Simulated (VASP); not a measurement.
Write the native input for VASP 6.6.1 that does the following.

```
Task                   : single point
Functional             : PBE
Potentials or basis    : VASP PAW PBE potentials, release 64 (Sr_sv, Ti_sv, O)
Cutoff                 : 520 eV
k mesh                 : 6 × 6 × 6
Occupations            : fermi-dirac, width 0.02 eV
Spin                   : no spin polarisation
Dipole correction      : no
Further INCAR settings : ALGO = Normal; EDIFF = 1e-07; NBANDS = 28
```

The structure of SrTiO3 lies in POSCAR:

```
SrTiO3
1.0
    3.9364184694      0.0000000000      0.0000000000
    0.0000000000      3.9364184694      0.0000000000
    0.0000000000      0.0000000000      3.9364184694
Sr Ti O
1 1 3
Direct
    0.5000000000      0.5000000000      0.5000000000
    0.0000000000      0.0000000000      0.0000000000
    0.5000000000      0.0000000000      0.0000000000
    0.0000000000      0.5000000000      0.0000000000
    0.0000000000      0.0000000000      0.5000000000
```

One way to write it, as run:

INCAR

```
SYSTEM = SrTiO3
  PREC = Accurate
  ENCUT = 520
  EDIFF = 1E-7
  ISMEAR = -1
  SIGMA = 0.02
  LREAL = .False.
  LASPH = .True.
  NELM = 60
  ALGO = Normal
  ISIF = 2
  LWAVE = .False.
  LCHARG = .True.
  GGA = PE
  LELF = .True.
  LVHAR = .True.
  NBANDS = 28
```

KPOINTS

```
Automatic mesh
0
Gamma
  6 6 6
  0 0 0
```

Potentials or basis: VASP PAW PBE potentials, release 64 (Sr_sv, Ti_sv, O).

Run with:

```console
$ cat potpaw_PBE.64/Sr_sv/POTCAR potpaw_PBE.64/Ti_sv/POTCAR potpaw_PBE.64/O/POTCAR > POTCAR
$ mpirun -np 1 vasp_std > vasp.out
```

Results of the run:

```yaml
Pressure: 0.6 GPa
Band_gap_on_the_k_mesh: 1.81 eV (least direct gap 2.18 eV)
```

Run time: 39 s on 1 thread of AMD EPYC 7R43 64-Core Processor (Zen 3), on a shared host, peak memory 0.16 GiB.
